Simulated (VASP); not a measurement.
# Hf (P6_3/mmc) in VASP: a series of runs, part 3 of 3

VASP 6.6.1. The steps go on from the part before.

## (6) Single point, PBE (strain +0.1500 x Voigt [0, 0, 1, 0, 0, 0])

Contents of INCAR:

```
PREC = Accurate
ENCUT = 520
EDIFF = 1E-6
ISMEAR = 0
SIGMA = 0.15
LREAL = F
LASPH = T
NELM = 80
ALGO = Fast
ISIF = 2
LWAVE = F
LCHARG = F
GGA = PE
NBANDS = 17
```

Contents of KPOINTS:

```
Automatic mesh
0
Gamma
  18 18 10
```

Contents of POSCAR:

```
Hf
1.0
    3.1966985242      0.0000000000      0.0000000000
   -1.5983492621      2.7684221302      0.0000000000
    0.0000000000      0.0000000000      5.8164700000
Hf
2
Direct
    0.3333333333      0.6666666667      0.2500000000
    0.6666666667      0.3333333333      0.7500000000
```

Potentials or basis: VASP PAW PBE potentials, release 64 (Hf_pv).

Command:

```sh
> cat potpaw_PBE.64/Hf_pv/POTCAR > POTCAR
> mpirun -np 1 vasp_std > vasp.out
```

OUTCAR:

```text
PREC = Accurate
   ENCUT = 520
   EDIFF = 1E-6
   ISMEAR = 0
   LREAL = F
   LASPH = T
   NELM = 80
   ISIF = 2
   GGA = PE

 ion  position               nearest neighbor table
   1  0.333  0.667  0.250-   2 3.44   2 3.44   2 3.44   2 3.44   2 3.44   2 3.44
   2  0.667  0.333  0.750-   1 3.44   1 3.44   1 3.44   1 3.44   1 3.44   1 3.44

  LATTYP: Found a hexagonal cell.
 ALAT       =     3.1966985242
 C/A-ratio  =     1.8195240984

  Lattice vectors:

 A1 = (   3.1966985242,   0.0000000000,   0.0000000000)
 A2 = (  -1.5983492621,   2.7684221302,   0.0000000000)
 A3 = (   0.0000000000,   0.0000000000,   5.8164700000)

Analysis of symmetry for initial positions (statically):
=====================================================================
 Subroutine PRICEL returns:
 Original cell was already a primitive cell.

 Routine SETGRP: Setting up the symmetry group for a
 hexagonal supercell.

 Subroutine GETGRP returns: Found 24 space group operations
 (whereof 12 operations were pure point group operations)
 out of a pool of 24 trial point group operations.

The static configuration has the point symmetry D_3d.
 The point group associated with its full space group is D_6h.

Analysis of symmetry for dynamics (positions and initial velocities):
=====================================================================
 Subroutine PRICEL returns:
 Original cell was already a primitive cell.

 Routine SETGRP: Setting up the symmetry group for a
 hexagonal supercell.

 Subroutine GETGRP returns: Found 24 space group operations
 (whereof 12 operations were pure point group operations)
 out of a pool of 24 trial point group operations.

The dynamic configuration has the point symmetry D_3d.
 The point group associated with its full space group is D_6h.
[... 107 lines left out ...]
   POTIM  = 0.5000    time-step for ionic-motion
   TEBEG  =    0.0;   TEEND  =   0.0 temperature during run
   PSTRESS=    0.0 pullay stress
   NELECT =      20.0000    total number of electrons
   NUPDOWN=      -1.0000    fix difference up-down
   EMIN   =  10.00;   EMAX   =-10.00  energy-range for DOS
   EFERMI =   0.00;   METHOD = LEGACY
   ISMEAR =     0;   SIGMA  =   0.15  broadening in eV -4-tet -1-fermi 0-gaus
   EFERMI_NEDOS =   21; number of points for ismear=-14 and -15
   IALGO  =     68    algorithm
   IMIX   =      4    mixing-type and parameters
     AMIX     =   0.40;   BMIX     =  1.00
     AMIX_MAG =   1.60;   BMIX_MAG =  1.00
  volume/ion in A,a.u.               =      25.74       173.68
  Fermi-wavevector in a.u.,A,eV,Ry     =   1.194594  2.257455 19.416260  1.427055
  Thomas-Fermi vector in A             =   2.330580
   LORBIT       =      0    0 simple, 1 ext, 2 COOP (PROOUT), +10 PAW based schemes
   GGA     = PE    functional components
   LHFCALC =     F    Hartree Fock is set to
   AEXX    =    0.0000 exact exchange contribution
   IVDW    =     0    specifies the selected vdW correction
   LEPSILON=     F    determine dielectric tensor
   LRPA    =     F    only Hartree local field effects (RPA)
 non-spin polarized calculation
 RMM-DIIS sequential band-by-band and
 Gauss-broadening in eV      SIGMA  =   0.15
  energy-cutoff  :      520.00
  volume of cell :       51.47
 maximum number of plane-waves:      1407
 NGX is ok and might be reduce to    24
   NGX = 11   NGY = 11   NGZ = 21

 number of electron      20.0000006 magnetization

 Free energy of the ion-electron system (eV)
  ---------------------------------------------------
  ext. energy  EPLUGINS =         0.00000000
  ---------------------------------------------------
  free energy    TOTEN  =       -19.39918805 eV

  energy without entropy =      -19.37300018  energy(sigma->0) =      -19.38609412

 E-fermi :   3.9607     XC(G=0): -10.6494

 val. band max:        3.9595379500   @ k =   0.3333   0.2222   0.3000
 cond. band min:       3.9723344543   @ k =   0.3889   0.2222   0.4000
 fundamental gap:      0.0127965043
 Fermi energy:         3.9607181502

 k-point     1 :       0.0000    0.0000    0.0000
  band No.  band energies     occupation
      1     -27.1379      2.00000
      2     -26.7752      2.00000
      3     -26.6402      2.00000
      4     -26.6402      2.00000
      5     -26.6049      2.00000
      6     -26.6049      2.00000
[... 457 lines left out ...]
      4     -26.8219      2.00000
      5     -26.8164      2.00000
      6     -26.7570      2.00000
[... 9 lines left out ...]
     16       8.8157      0.00000
     17      10.3243      0.00000

 [... further k-points ...]
[... 5 lines left out ...]
  --------------------------------------------------------------------------------------
  -------------------------------------------------------------------------------------
  Total       -2.3689665     -2.3689665     -5.9882076      0.0000000      0.0000000      0.0000000
  in kB      -73.7353958    -73.7353958   -186.3862835      0.0000000      0.0000000      0.0000000
  external PRESSURE =    -111.2856917 kB  Pullay stress =       0.0000000 kB

 VOLUME and BASIS-vectors are now :
 -----------------------------------------------------------------------------
  energy-cutoff  :      520.00
  volume of cell :       51.47
      direct lattice vectors                 reciprocal lattice vectors
     3.196698524  0.000000000  0.000000000     0.312822743  0.180608295  0.000000000
    -1.598349262  2.768422130  0.000000000     0.000000000  0.361216589  0.000000000
     0.000000000  0.000000000  5.816470000     0.000000000  0.000000000  0.171925584

 POSITION                                       TOTAL-FORCE (eV/Angst)
 -----------------------------------------------------------------------------------
     -0.00000      1.84561      1.45412         0.000000     -0.000000      0.000000
      1.59835      0.92281      4.36235        -0.000000      0.000000      0.000000
 -----------------------------------------------------------------------------------
    total drift:                               -0.000000      0.000000     -0.000000

  FREE ENERGIE OF THE ION-ELECTRON SYSTEM (eV)
  ---------------------------------------------------
  free  energy   TOTEN  =       -19.3991880524 eV

  energy  without entropy=      -19.3730001803  energy(sigma->0) =      -19.38609412
```

OSZICAR:

```text
N       E                     dE             d eps       ncg     rms          rms(c)
DAV:   1     0.487014165912E+02    0.48701E+02   -0.11320E+04  7556   0.110E+03
DAV:   2    -0.182738620219E+02   -0.66975E+02   -0.65455E+02  9786   0.243E+02
DAV:   3    -0.202108576994E+02   -0.19370E+01   -0.19127E+01 10167   0.270E+01
DAV:   4    -0.202300046979E+02   -0.19147E-01   -0.19129E-01  9504   0.323E+00
DAV:   5    -0.202302530863E+02   -0.24839E-03   -0.24830E-03 10379   0.321E-01    0.560E+01
RMM:   6    -0.196037942242E+02    0.62646E+00   -0.55683E-01  7598   0.436E+00    0.335E+01
RMM:   7    -0.194119863781E+02    0.19181E+00   -0.13740E+00  9053   0.672E+00    0.202E+00
RMM:   8    -0.193975058262E+02    0.14481E-01   -0.12708E-01  8248   0.238E+00    0.458E-01
RMM:   9    -0.193990427172E+02   -0.15369E-02   -0.20279E-02 10936   0.868E-01    0.578E-01
RMM:  10    -0.193994248391E+02   -0.38212E-03   -0.25924E-03 10648   0.344E-01    0.140E+00
RMM:  11    -0.193992060088E+02    0.21883E-03   -0.34902E-04  9406   0.140E-01    0.209E-01
RMM:  12    -0.193991869828E+02    0.19026E-04   -0.98085E-05  9858   0.609E-02    0.101E-01
RMM:  13    -0.193991895523E+02   -0.25694E-05   -0.16665E-05 10456   0.237E-02    0.670E-02
RMM:  14    -0.193991879753E+02    0.15770E-05   -0.11521E-05  8971   0.218E-02    0.463E-03
RMM:  15    -0.193991880524E+02   -0.77176E-07   -0.19163E-06  7243   0.954E-03
   1 F= -.19399188E+02 E0= -.19386094E+02  d E =-.261879E-01
```

stdout:

```text
POSCAR found type information on POSCAR Hf
 POSCAR found :  1 types and       2 ions
 scaLAPACK will be used
 LDA part: xc-table for (Slater+PW92), standard interpolation
 POSCAR, INCAR and KPOINTS ok, starting setup
 FFT: planning ... GRIDC
 FFT: planning ... GRID_SOFT
 FFT: planning ... GRID
 WAVECAR not read
 entering main loop
```

It took 3.3 min on 1 thread of Intel Xeon Platinum 8259CL at 2.50GHz (Skylake/Cascade Lake), shared host; peak memory 0.28 GiB.

What came out:

- Free energy: -19.3992 eV
- Pressure: -11.1 GPa
- Band gap on the k mesh: zero (bands 10 and 11 overlap by 0.61 eV)

Stress tensor (GPa, compression positive):
```
 -7.37   0.00   0.00
  0.00  -7.37   0.00
  0.00   0.00 -18.64
```

Caveat: the cell differs from its parent crystal (strain +0.1500 x Voigt [0, 0, 1, 0, 0, 0]); the cell stands under tension; spin-orbit coupling is left out, which moves the levels of the heavy elements.

## (7) Overview

| cell | further INCAR settings | gap on the mesh (eV) | pressure (GPa) |
| --- | --- | --- | --- |
| a = 3.197, b = 3.197, c = 5.247 Å, angles 90.0, 90.0, 120.0°, 2 atoms | ALGO = Fast; EDIFF = 1e-06; NBANDS = 17 | none | -3.5 |
| a = 3.197, b = 3.197, c = 5.437 Å, angles 90.0, 90.0, 120.0°, 2 atoms | ALGO = Fast; EDIFF = 1e-06; NBANDS = 17 | none | -6.6 |
| a = 3.197, b = 3.197, c = 5.627 Å, angles 90.0, 90.0, 120.0°, 2 atoms | ALGO = Fast; EDIFF = 1e-06; NBANDS = 17 | none | -9.2 |
| a = 3.197, b = 3.197, c = 5.721 Å, angles 90.0, 90.0, 120.0°, 2 atoms | ALGO = Fast; EDIFF = 1e-07; NBANDS = 17 | none | -10.2 |
| a = 3.197, b = 3.197, c = 5.816 Å, angles 90.0, 90.0, 120.0°, 2 atoms | ALGO = Fast; EDIFF = 1e-06; NBANDS = 17 | none | -11.1 |

Alike in all rows: task single point; level PBE; potentials or basis VASP PAW PBE potentials, release 64 (Hf_pv); no spin polarisation; k mesh 18 × 18 × 10; cutoff (eV) 520; smearing gaussian 0.15 eV.

Caveats: the cell stands under tension; spin-orbit coupling is left out, which moves the levels of the heavy elements.

Total energies depend on the potentials used, so only differences within one code and one set of settings carry meaning.
